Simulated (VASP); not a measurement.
Write the native input for VASP 6.6.1 that does the following.

```
Task                   : relaxation of cell and atoms
Functional             : PBEsol
Potentials or basis    : VASP PAW PBE potentials, release 64 (Ru_pv, Nb_sv, C)
Cutoff                 : 600 eV
k mesh                 : 7 × 7 × 7
Occupations            : fermi-dirac, width 0.05 eV
Spin                   : no spin polarisation
Target pressure        : 10 GPa
Dipole correction      : no
Further INCAR settings : ALGO = Normal; EDIFF = 1e-07; IBRION = 2; EDIFFG = -0.01; NSW = 60; ISIF = 3
```

The structure of NbRu3C lies in POSCAR:

```
NbRu3C
1.0
    4.0651380000      0.0000000000      0.0000000000
    0.0000000000      4.0651380000      0.0000000000
    0.0000000000      0.0000000000      4.0651380000
Ru Nb C
3 1 1
Direct
    0.5000000000      0.5000000000      0.0000000000
    0.5000000000      0.0000000000      0.5000000000
    0.0000000000      0.5000000000      0.5000000000
    0.0000000000      0.0000000000      0.0000000000
    0.5000000000      0.5000000000      0.5000000000
```

These files were run (other wordings do the same):

INCAR

```
SYSTEM = NbRu3C
ALGO = Normal
EDIFF = 1E-7
EDIFFG = -0.01
ENCUT = 600
GGA = PS
IBRION = 2
ISIF = 3
ISMEAR = -1
LASPH = .True.
LCHARG = .False.
LREAL = .False.
LWAVE = .False.
NELM = 100
NSW = 60
PREC = Accurate
PSTRESS = 100.0
SIGMA = 0.05
```

KPOINTS

```
k-points
0
Gamma
  7 7 7
  0 0 0
```

Potentials or basis: VASP PAW PBE potentials, release 64 (Ru_pv, Nb_sv, C).

Run with:

```console
$ cat potpaw_PBE.64/Ru_pv/POTCAR potpaw_PBE.64/Nb_sv/POTCAR potpaw_PBE.64/C/POTCAR > POTCAR
$ mpirun -np 1 vasp_std > vasp.out
```

Results of the run:

```
Relaxed volume                                         : 12.50 Å³/atom
Relaxed cell                                           : a = 3.968 Å, b = 3.968 Å, c = 3.968 Å, α = 90.00°, β = 90.00°, γ = 90.00°
Space group after relaxing (to 0.05 Å)                 : Pm-3m (No. 221)
Energy change on relaxing (the enthalpy is what falls) : -10.0 meV/atom
Ionic steps                                            : 5
Pressure after relaxing                                : 10.0 GPa
```

Caveat: the cell is relaxed towards a set pressure, so the enthalpy falls and the energy may rise; the PAW data sets were made with another functional, which shifts forces and pressure a little.

Run time: 3.2 min on 1 thread of Intel(R) Xeon(R) Platinum 8375C CPU @ 2.90GHz (Ice Lake), with other jobs on the host, peak memory 0.22 GiB.
